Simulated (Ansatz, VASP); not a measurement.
**SiC in VASP and in Ansatz**

```
Si C
1.0
     0.00000    2.17831    2.17831
     2.17831    0.00000    2.17831
     2.17831    2.17831    0.00000
Si C
1 1
Direct
  0.75000 0.75000 0.75000
  0.00000 0.00000 0.00000
```

Change from the starting cell: strained cell.

Alike in both runs: functional LDA; k mesh 10 × 10 × 10; occupations gaussian, width 0.02 eV; no spin polarisation.

Ansatz relaxed the structure, and its values are those at the end. VASP's run is a single point on that final structure, the one shown.

|  | VASP | Ansatz |
| --- | --- | --- |
| version | VASP 6.6.1 | Ansatz 0.2.0 |
| potentials or method | VASP PAW LDA potentials, release 64 (Si, C), cutoff 520 eV | scalar-relativistic, plane waves, PAW |
| valence electrons in the cell | 8 | 8 |

Ansatz gave:

| Quantity | Value |
| --- | --- |
| gap on the k mesh at the Fermi level (eV) | 1.32 |
| least direct gap on the mesh (eV) | 4.52 |
| pressure (GPa) | -4.2 |

Question: Estimate VASP's values.

Answer: gap on the k mesh at the Fermi level (eV): 1.30; least direct gap on the mesh (eV): 4.50; pressure (GPa): -3.8.

Ansatz warns that its potentials were made for another functional, while VASP's fit it. LDA's correlation is that of Perdew and Zunger in VASP and of Perdew and Wang (1992) in Ansatz. Ansatz's warnings: stress scf threshold loose.
